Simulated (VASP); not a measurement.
Here is a VASP 6.6.1 calculation.

File INCAR:

```
SYSTEM = ZrTiB4
ALGO = Normal ; EDIFF = 1E-6
ENCUT = 520 ; GGA = CA
ISIF = 2 ; ISMEAR = -1
LASPH = .TRUE. ; LCHARG = .TRUE.
LELF = .TRUE. ; LREAL = .FALSE.
LVHAR = .TRUE. ; LWAVE = .FALSE.
NBANDS = 27 ; NELM = 80
PREC = Accurate ; SIGMA = 0.1
```

Contents of KPOINTS:

```
k-points
0
G
  10 10 4
  0 0 0
```

Contents of POSCAR:

```
ZrTiB4
1.0
    3.1010620191      0.0000000000      0.0000000000
   -1.5505310095      2.6855984872      0.0000000000
    0.0000000000      0.0000000000      6.7772505139
Zr Ti B
1 1 4
Direct
    0.0000000000      0.0000000000      0.5000000000
    0.0000000000      0.0000000000      0.0000000000
    0.3333333333      0.6666666667      0.7665151959
    0.3333333333      0.6666666667      0.2334848041
    0.6666666667      0.3333333333      0.7665151959
    0.6666666667      0.3333333333      0.2334848041
```

Potentials or basis: VASP PAW LDA potentials, release 64 (Zr_sv, Ti_sv, B).

Command:

```bash
$ cat potpaw_LDA.64/Zr_sv/POTCAR potpaw_LDA.64/Ti_sv/POTCAR potpaw_LDA.64/B/POTCAR > POTCAR
$ mpirun -np 1 vasp_std > vasp.out
```

**Question.** Predict the band gap on the k mesh.

**Answer.** Zero (bands 18 and 19 overlap by 0.51 eV).

**Question.** What does it give for the pressure?

**Answer.** -9.7 GPa.

Caveat: the cell stands under tension.
